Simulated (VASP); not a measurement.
# Be3CdTe4 (I-42m) in VASP: further runs

The runs below take Be3CdTe4 through single point, relaxation of cell and atoms, with PBE.

Everything below comes from runs of VASP 6.6.1. Logs are shortened: lines on timing, memory, paths and dates and some standing lists are left out, and cuts for length are marked.

## (1) The cell of the first run

The structure is tetragonal, space group I-42m (No. 121). Conventional cell: a = 5.919 Å, b = 5.919 Å, c = 11.707 Å, α = 90.00°, β = 90.00°, γ = 90.00°. Be (site symmetry -42m) has 4 Te at 2.46 Å within 3.2 Å. Within 3.3 Å of Be (site symmetry -4) lie 4 Te at 2.50 Å. Within 3.7 Å of Cd (site symmetry -42m) lie 4 Te at 2.79 Å. Te (site symmetry m) has 3 Be at 2.46 to 2.50 Å and 1 Cd at 2.79 Å within 3.2 Å.

The cell was generated, and may not be a known phase.

## (2) Single point, PBE

Input file INCAR:

```
SYSTEM = Be3CdTe4
PREC     = Accurate       ! precision mode
ENCUT    = 520            ! plane-wave cutoff, eV
EDIFF    = 1E-6           ! SCF threshold, eV
ISMEAR   = 0              ! smearing method
SIGMA    = 0.02           ! smearing width, eV
LREAL    = .FALSE.        ! projectors in reciprocal space
LASPH    = .TRUE.         ! aspherical terms in the spheres
NELM     = 80             ! most SCF steps
ALGO     = Normal         ! electronic algorithm
ISIF     = 2              ! what is computed and relaxed
LWAVE    = .FALSE.        ! write WAVECAR
LCHARG   = .FALSE.        ! write CHGCAR
GGA      = PE             ! functional
NBANDS   = 31             ! bands
```

Input file KPOINTS:

```
Automatic mesh
0
G
  8 8 8
  0 0 0
```

Input file POSCAR:

```
Be3CdTe4
1.0
   -2.9594604026      2.9594604026      5.8536928892
    2.9594604026     -2.9594604026      5.8536928892
    2.9594604026      2.9594604026     -5.8536928892
Be Cd Te
3 1 4
Direct
    0.5000000000      0.5000000000      0.0000000000
    0.7500000000      0.2500000000      0.5000000000
    0.2500000000      0.7500000000      0.5000000000
    0.0000000000      0.0000000000      0.0000000000
    0.4100304324      0.4100304324      0.5499667788
    0.5899695676      0.1399363464      0.0000000000
    0.8600636536      0.8600636536      0.4500332212
    0.1399363464      0.5899695676      0.0000000000
```

Potentials or basis: VASP PAW PBE potentials, release 64 (Be, Cd, Te).

On the command line:

```console
> cat potpaw_PBE.64/Be/POTCAR potpaw_PBE.64/Cd/POTCAR potpaw_PBE.64/Te/POTCAR > POTCAR
> mpirun -np 1 vasp_std > vasp.out
```

OUTCAR:

```text
SYSTEM = Be3CdTe4
   PREC = Accurate
   ENCUT = 520
   EDIFF = 1E-6
   ISMEAR = 0
   LREAL = .FALSE.
   LASPH = .TRUE.
   NELM = 80
   ISIF = 2
   GGA = PE

 ion  position               nearest neighbor table
   1  0.500  0.500  0.000-   5 2.46   6 2.46   7 2.46   8 2.46
   2  0.750  0.250  0.500-   5 2.50   7 2.50   8 2.50   6 2.50
   3  0.250  0.750  0.500-   5 2.50   6 2.50   7 2.50   8 2.50
   4  0.000  0.000  0.000-   5 2.79   6 2.79   8 2.79   7 2.79
   5  0.410  0.410  0.550-   1 2.46   2 2.50   3 2.50   4 2.79
   6  0.590  0.140  0.000-   1 2.46   3 2.50   2 2.50   4 2.79
   7  0.860  0.860  0.450-   1 2.46   2 2.50   3 2.50   4 2.79
   8  0.140  0.590  0.000-   1 2.46   2 2.50   3 2.50   4 2.79

  LATTYP: Found a body centered tetragonal cell.
 ALAT       =     5.9189208052
 C/A-ratio  =     1.9779595240

  Lattice vectors:

 A1 = (  -2.9594604026,   2.9594604026,   5.8536928892)
 A2 = (   2.9594604026,  -2.9594604026,   5.8536928892)
 A3 = (   2.9594604026,   2.9594604026,  -5.8536928892)

Analysis of symmetry for initial positions (statically):
=====================================================================
 Subroutine PRICEL returns:
 Original cell was already a primitive cell.

 Routine SETGRP: Setting up the symmetry group for a
 body centered tetragonal supercell.

 Subroutine GETGRP returns: Found  8 space group operations
 (whereof  8 operations were pure point group operations)
 out of a pool of 16 trial point group operations.

The static configuration has the point symmetry D_2d.

Analysis of symmetry for dynamics (positions and initial velocities):
=====================================================================
 Subroutine PRICEL returns:
 Original cell was already a primitive cell.

 Routine SETGRP: Setting up the symmetry group for a
 body centered tetragonal supercell.

 Subroutine GETGRP returns: Found  8 space group operations
 (whereof  8 operations were pure point group operations)
 out of a pool of 16 trial point group operations.

The dynamic configuration has the point symmetry D_2d.

 Subroutine INISYM returns: Found  8 space group operations
 (whereof  8 operations are pure point group operations),
 and found     1 'primitive' translations

----------------------------------------------------------------------------------------

                                     Primitive cell

  volume of cell :     205.0761

  direct lattice vectors                    reciprocal lattice vectors
    -2.959460403  2.959460403  5.853692889     0.000000000  0.168949718  0.085416165
     2.959460403 -2.959460403  5.853692889     0.168949718  0.000000000  0.085416165
     2.959460403  2.959460403 -5.853692889     0.168949718  0.168949718  0.000000000

  length of vectors
     7.196008073  7.196008073  7.196008073     0.189314364  0.189314364  0.238930982

  position of ions in fractional coordinates (direct lattice)
     0.500000000  0.500000000  0.000000000
     0.750000000  0.250000000  0.500000000
     0.250000000  0.750000000  0.500000000
     0.000000000  0.000000000  0.000000000
     0.410030432  0.410030432  0.549966779
     0.589969568  0.139936346  0.000000000
     0.860063654  0.860063654  0.450033221
     0.139936346  0.589969568  0.000000000

  ion indices of the primitive-cell ions
   primitive index   ion index
                 1           1
                 2           2
                 3           3
                 4           4
                 5           5
                 6           6
                 7           7
                 8           8

----------------------------------------------------------------------------------------

 KPOINTS: Automatic mesh

Automatic generation of k-mesh.
 Grid dimensions read from file:
 generate k-points for:    8    8    8

 Generating k-lattice:

  Cartesian coordinates                     Fractional coordinates (reciprocal lattice)
     0.000000000  0.021118715  0.010677021     0.125000000  0.000000000  0.000000000
     0.021118715  0.000000000  0.010677021     0.000000000  0.125000000  0.000000000
     0.021118715  0.021118715  0.000000000     0.000000000  0.000000000  0.125000000

  Length of vectors
     0.023664296  0.023664296  0.029866373

  Shift w.r.t. Gamma in fractional coordinates (k-lattice)
     0.000000000  0.000000000  0.000000000

 Subroutine IBZKPT returns following result:
 ===========================================

 Found     59 irreducible k-points:

 Following reciprocal coordinates:
            Coordinates               Weight
  0.000000  0.000000  0.000000      1.000000
  0.125000  0.000000 -0.000000      8.000000
  0.250000  0.000000 -0.000000      8.000000
  0.375000  0.000000 -0.000000      8.000000
  0.500000  0.000000 -0.000000      4.000000
  0.125000  0.125000 -0.000000      8.000000
[... 16 lines left out ...]
  0.250000  0.125000  0.125000     16.000000
  0.375000  0.125000  0.125000      8.000000
 [... further k-points ...]
   k-points           NKPTS =     59   k-points in BZ     NKDIM =     59   number of bands    NBANDS=     31
   number of dos      NEDOS =    301   number of ions     NIONS =      8
   total plane-waves  NPLWV = 157464
   dimension x,y,z NGX =    54 NGY =   54 NGZ =   54
   dimension x,y,z NGXF=   108 NGYF=  108 NGZF=  108
   ions per type =               3   1   4
   NGX,Y,Z   is equivalent  to a cutoff of  12.48, 12.48, 12.48 a.u.
   NGXF,Y,Z  is equivalent  to a cutoff of  24.95, 24.95, 24.95 a.u.
 SYSTEM =  Be3CdTe4
   PREC   = accura    normal or accurate (medium, high low for compatibility)
   ISTART =      0    job   : 0-new  1-cont  2-samecut
   ICHARG =      2    charge: 1-file 2-atom 10-const
   ISPIN  =      1    spin polarized calculation?
   LNONCOLLINEAR =      F non collinear calculations
   LSORBIT =      F    spin-orbit coupling
   LASPH  =      T    aspherical Exc in radial PAW
   ENCUT  =  520.0 eV  38.22 Ry    6.18 a.u.  13.38 13.38 13.38*2*pi/ulx,y,z
   NELM   =     80;   NELMIN=  2; NELMDL= -5     # of ELM steps
   EDIFF  = 0.1E-05   stopping-criterion for ELM
   LREAL  =      F    real-space projection
[... 7 lines left out ...]
   TEBEG  =    0.0;   TEEND  =   0.0 temperature during run
   PSTRESS=    0.0 pullay stress
   NELECT =      42.0000    total number of electrons
   NUPDOWN=      -1.0000    fix difference up-down
   EMIN   =  10.00;   EMAX   =-10.00  energy-range for DOS
   EFERMI =   0.00;   METHOD = LEGACY
   ISMEAR =     0;   SIGMA  =   0.02  broadening in eV -4-tet -1-fermi 0-gaus
   EFERMI_NEDOS =   21; number of points for ismear=-14 and -15
   IALGO  =     38    algorithm
   IMIX   =      4    mixing-type and parameters
     AMIX     =   0.40;   BMIX     =  1.00
     AMIX_MAG =   1.60;   BMIX_MAG =  1.00
  volume/ion in A,a.u.               =      25.63       172.99
  Fermi-wavevector in a.u.,A,eV,Ry     =   0.964983  1.823553 12.669635  0.931192
  Thomas-Fermi vector in A             =   2.094661
   LORBIT       =      0    0 simple, 1 ext, 2 COOP (PROOUT), +10 PAW based schemes
   GGA     = PE    functional components
   LHFCALC =     F    Hartree Fock is set to
   AEXX    =    0.0000 exact exchange contribution
   IVDW    =     0    specifies the selected vdW correction
   LEPSILON=     F    determine dielectric tensor
   LRPA    =     F    only Hartree local field effects (RPA)
 non-spin polarized calculation
 Gauss-broadening in eV      SIGMA  =   0.02
  energy-cutoff  :      520.00
  volume of cell :      205.08
 maximum number of plane-waves:      5568
 NGX is ok and might be reduce to    54
   NGX = 27   NGY = 27   NGZ = 27

 number of electron      41.9999995 magnetization

 Free energy of the ion-electron system (eV)
  ---------------------------------------------------
  ext. energy  EPLUGINS =         0.00000000
  ---------------------------------------------------
  free energy    TOTEN  =       -27.34471200 eV

  energy without entropy =      -27.34471200  energy(sigma->0) =      -27.34471200

 E-fermi :   4.2033     XC(G=0):  -8.8767

 val. band max:        4.0656425083   @ k =   0.0000   0.0000   0.0000
 cond. band min:       6.1155526158   @ k =   0.5000   0.5000   0.5000
 fundamental gap:      2.0499101075
 Fermi energy:         4.2033335544

 k-point     1 :       0.0000    0.0000    0.0000
  band No.  band energies     occupation
      1      -7.8118      2.00000
      2      -6.4352      2.00000
      3      -6.4012      2.00000
      4      -6.4012      2.00000
      5      -4.0569      2.00000
      6      -4.0511      2.00000
[... 23 lines left out ...]
     30       9.5234      0.00000
     31       9.7303      0.00000

 k-point     2 :       0.1250    0.0000   -0.0000
  band No.  band energies     occupation
      1      -7.7627      2.00000
      2      -6.4831      2.00000
      3      -6.4172      2.00000
      4      -6.4113      2.00000
      5      -4.0563      2.00000
      6      -4.0522      2.00000
[... 23 lines left out ...]
     30       9.3923      0.00000
     31       9.4793      0.00000

 k-point     3 :       0.2500    0.0000   -0.0000
  band No.  band energies     occupation
      1      -7.6212      2.00000
      2      -6.6211      2.00000
      3      -6.4526      2.00000
      4      -6.4412      2.00000
      5      -4.0591      2.00000
      6      -4.0509      2.00000
[... 23 lines left out ...]
     30       9.2922      0.00000
     31       9.3841      0.00000

 k-point     4 :       0.3750    0.0000   -0.0000
  band No.  band energies     occupation
      1      -7.4083      2.00000
      2      -6.8353      2.00000
      3      -6.4831      2.00000
      4      -6.4735      2.00000
      5      -4.0882      2.00000
      6      -4.0516      2.00000
[... 635 lines left out ...]
     30       9.4067      0.00000
     31       9.7529      0.00000

 k-point    23 :       0.2500    0.1250    0.1250
  band No.  band energies     occupation
      1      -7.2897      2.00000
      2      -6.7848      2.00000
      3      -6.6056      2.00000
      4      -6.5203      2.00000
      5      -4.0799      2.00000
      6      -4.0476      2.00000
[... 23 lines left out ...]
     30       9.4232      0.00000
     31       9.8834      0.00000

 k-point    24 :       0.3750    0.1250    0.1250
  band No.  band energies     occupation
      1      -7.1304      2.00000
      2      -6.9374      2.00000
      3      -6.5956      2.00000
      4      -6.5525      2.00000
      5      -4.0883      2.00000
      6      -4.0488      2.00000
[... 23 lines left out ...]
     30       9.2614      0.00000
     31       9.5001      0.00000

 [... further k-points ...]
[... 5 lines left out ...]
  --------------------------------------------------------------------------------------
  -------------------------------------------------------------------------------------
  Total        0.1550890      0.1550890      0.1630096      0.0000000      0.0000000      0.0000000
  in kB        1.2116485      1.2116485      1.2735286      0.0000000      0.0000000      0.0000000
  external PRESSURE =       1.2322752 kB  Pullay stress =       0.0000000 kB

 VOLUME and BASIS-vectors are now :
 -----------------------------------------------------------------------------
  energy-cutoff  :      520.00
  volume of cell :      205.08
      direct lattice vectors                 reciprocal lattice vectors
    -2.959460403  2.959460403  5.853692889     0.000000000  0.168949718  0.085416165
     2.959460403 -2.959460403  5.853692889     0.168949718  0.000000000  0.085416165
     2.959460403  2.959460403 -5.853692889     0.168949718  0.168949718  0.000000000

 POSITION                                       TOTAL-FORCE (eV/Angst)
 -----------------------------------------------------------------------------------
      0.00000      0.00000      5.85369         0.000000      0.000000      0.000000
     -0.00000      2.95946      2.92685         0.000000      0.000000     -0.000000
      2.95946     -0.00000      2.92685         0.000000      0.000000      0.000000
      0.00000      0.00000      0.00000         0.000000      0.000000      0.000000
      1.62760      1.62760      1.58105         0.005498      0.005498      0.005726
     -1.33186      1.33186      4.27265         0.005498     -0.005498     -0.005726
      1.33186      1.33186      7.43474        -0.005498     -0.005498      0.005726
      1.33186     -1.33186      4.27265        -0.005498      0.005498     -0.005726
 -----------------------------------------------------------------------------------
    total drift:                               -0.000004     -0.000004     -0.000004

  FREE ENERGIE OF THE ION-ELECTRON SYSTEM (eV)
  ---------------------------------------------------
  free  energy   TOTEN  =       -27.3447120034 eV

  energy  without entropy=      -27.3447120034  energy(sigma->0) =      -27.34471200
```

Wall time 6.5 min (1 thread of AMD EPYC 7R13 (Zen 3), shared host); peak memory 0.57 GiB.

What came out:

```yaml
Free_energy: -27.3447 eV
Pressure: 0.1 GPa
Largest_force: 0.010 eV/Å
Band_gap_on_the_k_mesh: 2.05 eV (least direct gap 2.12 eV)
```

Forces on the atoms (eV/Å):
```
Be   0.000  0.000  0.000
Be   0.000  0.000  0.000
Be   0.000  0.000  0.000
Cd   0.000  0.000  0.000
Te   0.005  0.005  0.006
Te   0.005 -0.005 -0.006
Te  -0.005 -0.005  0.006
Te  -0.005  0.005 -0.006
```

Levels at points of the mesh, in eV from the valence-band top:
```tsv
k point	band 19	band 20	band 21	band 22	band 23	band 24
(0.00, 0.00, 0.00)	-0.22	0.00	0.00	2.12	2.26	2.57
(0.50, 0.00, 0.00)	-1.34	-1.00	-1.00	3.40	3.67	3.74
(0.50, 0.50, 0.00)	-1.05	-0.63	-0.62	2.28	2.54	3.20
(0.50, 0.50, 0.50)	-1.94	-0.96	-0.96	2.05	2.25	2.25
```

Caveat: spin-orbit coupling is left out, which moves the levels of the heavy elements. A k mesh can miss the band edges.

## (3) Relaxation of cell and atoms, PBE

This run uses another cell than the first one, of 25.55 Å³/atom.

Input file INCAR:

```
SYSTEM = Be3CdTe4
  ALGO = Normal
  EDIFF = 1E-6
  EDIFFG = -0.01
  ENCUT = 600
  GGA = PE
  IBRION = 2
  ISIF = 3
  ISMEAR = 0
  LASPH = .TRUE.
  LCHARG = .FALSE.
  LREAL = .FALSE.
  LWAVE = .FALSE.
  NELM = 100
  NSW = 100
  PREC = Accurate
  SIGMA = 0.02
```

Input file KPOINTS:

```
k-points
0
G
  8 8 8
  0 0 0
```

Input file POSCAR:

```
Be3CdTe4
1.0
   -2.9559969898      2.9559969898      5.8485541400
    2.9559969898     -2.9559969898      5.8485541400
    2.9559969898      2.9559969898     -5.8485541400
Be Cd Te
3 1 4
Direct
    0.5000000000      0.5000000000      0.0000000000
    0.7500000000      0.2500000000      0.5000000000
    0.2500000000      0.7500000000      0.5000000000
    0.0000000000      0.0000000000      0.0000000000
    0.4100032533      0.4100032533      0.5497741553
    0.5899967467      0.1397709020      0.0000000000
    0.8602290980      0.8602290980      0.4502258447
    0.1397709020      0.5899967467      0.0000000000
```

Potentials or basis: VASP PAW PBE potentials, release 64 (Be, Cd, Te).

On the command line:

```console
> cat potpaw_PBE.64/Be/POTCAR potpaw_PBE.64/Cd/POTCAR potpaw_PBE.64/Te/POTCAR > POTCAR
> mpirun -np 1 vasp_std > vasp.out
```

It took 19 min on 1 thread of Oxide Virtual Turin-like, shared host; peak memory 0.74 GiB.

The run converged. Its results:

```yaml
Free_energy: -27.3446 eV
Relaxed_volume: 25.72 Å³/atom
Relaxed_cell: a = 7.204 Å, b = 7.204 Å, c = 7.204 Å, α = 131.44°, β = 131.44°, γ = 71.12°
Space_group_after_relaxing_to_0.1_Å: I-42m (No. 121)
Energy_gained_by_relaxing: 0.1 meV/atom
Ionic_steps: 2
Pressure_after_relaxing: -0.1 GPa
Largest_force_after_relaxing: 0.006 eV/Å
Band_gap_on_the_k_mesh: 2.05 eV (least direct gap 2.13 eV)
```

Forces in eV/Å, atoms in the order of the input:
```
Be   0.000  0.000  0.000
Be   0.000  0.000  0.000
Be   0.000  0.000  0.000
Cd   0.000  0.000  0.000
Te   0.003  0.003 -0.004
Te   0.003 -0.003  0.004
Te  -0.003 -0.003 -0.004
Te  -0.003  0.003  0.004
```

Step by step:
| step | energy change (eV) | largest force (eV/Å) | pressure (GPa) | volume (Å³) |
| --- | --- | --- | --- | --- |
| 1 | 0.0000 | 0.0177 | 0.28 | 204.42 |
| 2 | -0.0009 | 0.0061 | -0.05 | 205.73 |

Final structure:
```
Be Cd Te
1.0
    -2.96236    2.96236    5.86078
     2.96236   -2.96236    5.86078
     2.96236    2.96236   -5.86078
Be Cd Te
3 1 4
Cartesian
  0.0000 0.0000 5.8608
  0.0000 2.9624 2.9304
  2.9624 0.0000 2.9304
  -2.9624 2.9624 5.8608
  1.6292 1.6292 1.5838
  -1.3331 1.3331 4.2770
  1.3331 1.3331 7.4445
  1.3331 -1.3331 4.2770
```

Levels at points of the mesh, in eV from the valence-band top:
```
           k point  band 18  band 19  band 20  band 21  band 22  band 23  band 24  band 25
(0.00, 0.00, 0.00)    -2.24    -0.22     0.00     0.00     2.13     2.26     2.56     3.74
(0.50, 0.00, 0.00)    -2.12    -1.33    -1.00    -0.99     3.40     3.67     3.74     3.86
(0.50, 0.50, 0.00)    -1.12    -1.05    -0.63    -0.61     2.27     2.54     3.20     3.99
(0.50, 0.50, 0.50)    -1.96    -1.93    -0.96    -0.96     2.05     2.26     2.26     2.47
```

Caveat: spin-orbit coupling is left out, which moves the levels of the heavy elements. A k mesh can miss the band edges.
